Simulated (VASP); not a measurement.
# Re (P6_3/mmc) in VASP: further runs, part 2 of 2

VASP 6.6.1. The steps go on from the part before.

## 5. Relaxation of shape and atoms at fixed volume, PBE (15.85 Å³/atom)

This run uses another cell than the first one, of 15.85 Å³/atom.

INCAR reads:

```
SYSTEM = Re
ALGO     = Normal         ! electronic algorithm
EDIFF    = 1E-6           ! SCF threshold, eV
EDIFFG   = -0.01          ! ionic threshold
ENCUT    = 600            ! plane-wave cutoff, eV
GGA      = PE             ! functional
IBRION   = 2              ! ionic algorithm
ISIF     = 4              ! what is computed and relaxed
ISMEAR   = 0              ! smearing method
LASPH    = .True.         ! aspherical terms in the spheres
LCHARG   = .False.        ! write CHGCAR
LREAL    = .False.        ! projectors in reciprocal space
LWAVE    = .False.        ! write WAVECAR
NELM     = 80             ! most SCF steps
NSW      = 50             ! ionic steps
PREC     = Accurate       ! precision mode
SIGMA    = 0.1            ! smearing width, eV
```

KPOINTS reads:

```
k-points
0
Gamma
  18 18 10
  0 0 0
```

POSCAR reads:

```
Re
1.0
    2.8292602621      0.0000000000      0.0000000000
   -1.4146301311      2.4502112609      0.0000000000
    0.0000000000      0.0000000000      4.5720242819
Re
2
Direct
    0.3333333333      0.6666666667      0.2500000000
    0.6666666667      0.3333333333      0.7500000000
```

Potentials or basis: VASP PAW PBE potentials, release 64 (Re).

Started as:

```console
> cat potpaw_PBE.64/Re/POTCAR > POTCAR
> mpirun -np 1 vasp_std > vasp.out
```

OUTCAR:

```text
SYSTEM = Re
   EDIFF = 1E-6
   EDIFFG = -0.01
   ENCUT = 600
   GGA = PE
   IBRION = 2
   ISIF = 4
   ISMEAR = 0
   LASPH = .True.
   LREAL = .False.
   NELM = 80
   NSW = 50
   PREC = Accurate

 ion  position               nearest neighbor table
   1  0.333  0.667  0.250-   2 2.81   2 2.81   2 2.81   2 2.81   2 2.81   2 2.81
   2  0.667  0.333  0.750-   1 2.81   1 2.81   1 2.81   1 2.81   1 2.81   1 2.81

  LATTYP: Found a hexagonal cell.
 ALAT       =     2.8292602621
 C/A-ratio  =     1.6159786864

  Lattice vectors:

 A1 = (   2.8292602621,   0.0000000000,   0.0000000000)
 A2 = (  -1.4146301311,   2.4502112609,   0.0000000000)
 A3 = (   0.0000000000,   0.0000000000,   4.5720242819)

Analysis of symmetry for initial positions (statically):
=====================================================================
 Subroutine PRICEL returns:
 Original cell was already a primitive cell.

 Routine SETGRP: Setting up the symmetry group for a
 hexagonal supercell.

 Subroutine GETGRP returns: Found 24 space group operations
 (whereof 12 operations were pure point group operations)
 out of a pool of 24 trial point group operations.

The static configuration has the point symmetry D_3d.
 The point group associated with its full space group is D_6h.

Analysis of symmetry for dynamics (positions and initial velocities):
=====================================================================
 Subroutine PRICEL returns:
 Original cell was already a primitive cell.

 Routine SETGRP: Setting up the symmetry group for a
 hexagonal supercell.

 Subroutine GETGRP returns: Found 24 space group operations
 (whereof 12 operations were pure point group operations)
 out of a pool of 24 trial point group operations.

The dynamic configuration has the point symmetry D_3d.
 The point group associated with its full space group is D_6h.

 Subroutine INISYM returns: Found 24 space group operations
[... 129 lines left out ...]
 non-spin polarized calculation
 Gauss-broadening in eV      SIGMA  =   0.10
  energy-cutoff  :      600.00
  volume of cell :       31.69
 maximum number of plane-waves:      1093
 NGX is ok and might be reduce to    24
   NGX = 11   NGY = 11   NGZ = 19

--------------------------------------- Ionic step        1  -------------------------------------------

 number of electron      14.0000001 magnetization

 Free energy of the ion-electron system (eV)
  ---------------------------------------------------
  ext. energy  EPLUGINS =         0.00000000
  ---------------------------------------------------
  free energy    TOTEN  =       -24.74061424 eV

  energy without entropy =      -24.73165454  energy(sigma->0) =      -24.73613439

------------------------ aborting loop because EDIFF is reached ----------------------------------------

  FORCE on cell =-STRESS in cart. coord.  units (eV):
  Direction    XX          YY          ZZ          XY          YZ          ZX
  --------------------------------------------------------------------------------------
  -------------------------------------------------------------------------------------
  Total       -3.7951797     -3.7951797     -3.8695822      0.0000000     -0.0000000      0.0000000
  in kB     -191.8483044   -191.8483044   -195.6093906      0.0000000     -0.0000000      0.0000000
  external PRESSURE =    -193.1019998 kB  Pullay stress =       0.0000000 kB
[... 59 lines left out ...]
--------------------------------------- Ionic step        3  -------------------------------------------

 number of electron      14.0000001 magnetization

 Free energy of the ion-electron system (eV)
  ---------------------------------------------------
  ext. energy  EPLUGINS =         0.00000000
  ---------------------------------------------------
  free energy    TOTEN  =       -24.74063715 eV

  energy without entropy =      -24.73163566  energy(sigma->0) =      -24.73613641

 E-fermi :   6.9808     XC(G=0): -13.3239

 val. band max:        6.9801532126   @ k =   0.3889   0.0556   0.4000
 cond. band min:       6.9814278623   @ k =   0.1111   0.1111   0.0000
 fundamental gap:      0.0012746497
 Fermi energy:         6.9807986734

 k-point     1 :       0.0000    0.0000    0.0000
  band No.  band energies     occupation
      1      -2.3592      2.00000
      2       0.9008      2.00000
      3       5.5943      2.00000
      4       5.5983      2.00000
      5       5.5983      2.00000
      6       6.3396      2.00000
      7       6.3396      2.00000
      8       7.1708      0.00720
      9       7.1708      0.00720
     10       7.4915      0.00000
     11      10.0245      0.00000
[... 309 lines left out ...]
 k-point    24 :       0.3889    0.1111    0.0000
  band No.  band energies     occupation
      1       1.8195      2.00000
      2       2.0485      2.00000
      3       2.3806      2.00000
      4       4.8124      2.00000
      5       5.1348      2.00000
      6       5.7349      2.00000
      7       6.4180      2.00000
      8       9.8673      0.00000
      9      10.3953      0.00000
     10      10.6436      0.00000
     11      12.0291      0.00000

 [... further k-points ...]
[... 5 lines left out ...]
  --------------------------------------------------------------------------------------
  -------------------------------------------------------------------------------------
  Total       -3.8245811     -3.8245811     -3.8148056      0.0000000      0.0000000      0.0000000
  in kB     -193.3345631   -193.3345631   -192.8404029      0.0000000      0.0000000      0.0000000
  external PRESSURE =    -193.1698430 kB  Pullay stress =       0.0000000 kB
[... 17 lines left out ...]
  FREE ENERGIE OF THE ION-ELECTRON SYSTEM (eV)
  ---------------------------------------------------
  free  energy   TOTEN  =       -24.7406371469 eV

  energy  without entropy=      -24.7316356639  energy(sigma->0) =      -24.73613641

 reached required accuracy - stopping structural energy minimisation
```

It took 95 s on 1 thread of AMD EPYC 9R45 (Zen 5), shared host; peak memory 0.2 GiB.

What came out:

```
Free energy               : -24.7406 eV
Energy gained by relaxing : 0.0 meV/atom
Ionic steps               : 3
Pressure after relaxing   : -19.3 GPa
Band gap on the k mesh    : zero (bands 7 and 8 overlap by 2.79 eV)
```

Final structure:
```
Re
1.0
     2.83023    0.00000    0.00000
    -1.41511    2.45105    0.00000
     0.00000    0.00000    4.56891
Re
2
Direct
  0.33333 0.66667 0.25000
  0.66667 0.33333 0.75000
```

Caveat: spin-orbit coupling is left out, which moves the levels of the heavy elements.

## 6. Summary

```csv
task,cell,gap on the mesh (eV),pressure (GPa)
relaxation of shape and atoms at fixed volume,"relaxed from a = 2.747, b = 2.747, c = 4.439 Å, angles 90.0, 90.0, 120.0°, 2 atoms",none,11.7
relaxation of cell and atoms,"relaxed from a = 2.761, b = 2.761, c = 4.458 Å, angles 90.0, 90.0, 120.0°, 2 atoms",none,0.0
relaxation of shape and atoms at fixed volume,"relaxed from a = 2.802, b = 2.802, c = 4.528 Å, angles 90.0, 90.0, 120.0°, 2 atoms",none,-10.7
relaxation of shape and atoms at fixed volume,"relaxed from a = 2.829, b = 2.829, c = 4.572 Å, angles 90.0, 90.0, 120.0°, 2 atoms",none,-19.3
```

Alike in all rows: level PBE; potentials or basis VASP PAW PBE potentials, release 64 (Re); no spin polarisation; k mesh 18 × 18 × 10; cutoff (eV) 600; smearing gaussian 0.1 eV.

Caveats: spin-orbit coupling is left out, which moves the levels of the heavy elements.

Absolute energies hang on the potentials; compare differences alone.
